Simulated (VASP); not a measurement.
MnHg, 2 atoms in the cell. Symmetry: Pm-3m, No. 221, cubic system. Conventional cell: a = 3.315 Å, b = 3.315 Å, c = 3.315 Å, α = 90.00°, β = 90.00°, γ = 90.00°. Hg (site symmetry m-3m) has 8 Mn at 2.87 Å and 6 Hg at 3.31 Å within 3.8 Å. Mn (site symmetry m-3m) has 8 Hg at 2.87 Å and 6 Mn at 3.31 to 3.32 Å within 3.8 Å. 

```yaml
Program: VASP 6.6.1
Task: single point
Functional: PBE
Potentials_or_basis: VASP PAW PBE potentials, release 64 (Hg, Mn_pv)
Cutoff: 520 eV
k_mesh: 7 × 7 × 7
Occupations: fermi-dirac, width 0.05 eV
Spin: collinear spin, zero start
Starting_moments: "[0.0, 0.0] μB"
Fixed_moment: 0 μB
Dipole_correction: no
Further_INCAR_settings: ALGO = Normal; EDIFF = 1e-06; NBANDS = 24
```

Potentials or basis: VASP PAW PBE potentials, release 64 (Hg, Mn_pv).

Command:

```console
$ cat potpaw_PBE.64/Hg/POTCAR potpaw_PBE.64/Mn_pv/POTCAR > POTCAR
$ mpirun -np 1 vasp_std > vasp.out
```

Hardware: 1 thread of Intel(R) Xeon(R) Platinum 8488C (Sapphire Rapids), on a shared host.

Estimate the wall time of this run.

Wall time 32 s on 1 thread of Intel(R) Xeon(R) Platinum 8488C (Sapphire Rapids) (shared host), peak memory 0.19 GiB. Counts: scf iterations 13, k points 20.
